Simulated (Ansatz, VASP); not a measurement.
BP: VASP beside Ansatz

File INCAR:

```
SYSTEM = BP
PREC = Accurate
ENCUT = 520
EDIFF = 1E-6
ISMEAR = -1
SIGMA = 0.08
LREAL = .FALSE.
LASPH = .TRUE.
NELM = 100
ALGO = Normal
ISIF = 2
LWAVE = .FALSE.
LCHARG = .FALSE.
GGA = PE
NBANDS = 11
```

KPOINTS

```
Automatic mesh
0
G
  15 15 15
  0 0 0
```

File POSCAR:

```
BP
1.0
    0.0000000000      2.0383179824      2.0383179824
    2.0383179824      0.0000000000      2.0383179824
    2.0383179824      2.0383179824      0.0000000000
B P
1 1
Direct
    0.0000000000      0.0000000000      0.0000000000
    0.2500000000      0.2500000000      0.2500000000
```

Input for Ansatz:

```yaml
crystal:
  lattice:
    - [0.0, 2.0383179824, 2.0383179824]
    - [2.0383179824, 0.0, 2.0383179824]
    - [2.0383179824, 2.0383179824, 0.0]
  atoms:
    - { symbol: B, position: [0.0, 0.0, 0.0] }
    - { symbol: P, position: [0.25, 0.25, 0.25] }
kpoints:
  mp_grid: { grid: [15, 15, 15] }
scf:
  occupations: { method: fermi_dirac, width: 0.08 }
hamiltonian:
  xc: pbe
  pseudopotentials: { kind: all_electron, lapw: { basis_error: 0.001 } }
output:
  forces: true
  stress: true
  eigenvalues: true
  populations: true
```

Change from the starting cell: volume scaled by 0.72, LAPW.

Alike in both runs: task single point; functional PBE; k mesh 15 × 15 × 15; occupations fermi-dirac, width 0.08 eV; no spin polarisation.

|  | VASP | Ansatz |
| --- | --- | --- |
| version | VASP 6.6.1 | Ansatz 0.2.0 |
| potentials or method | VASP PAW PBE potentials, release 64 (B, P), cutoff 520 eV | all-electron LAPW, scalar-relativistic |

VASP gave:

| Property | Result |
| --- | --- |
| pressure (GPa) | 96.9 |

Q: Which values does Ansatz return?

A: Pressure (GPa): 97.4.

Both programs put the cell under a high pressure, so it lies far from rest at this level. Ansatz ran all-electron here, and VASP with PAW potentials.

Noted on VASP's run: the cell as given lies far from equilibrium.
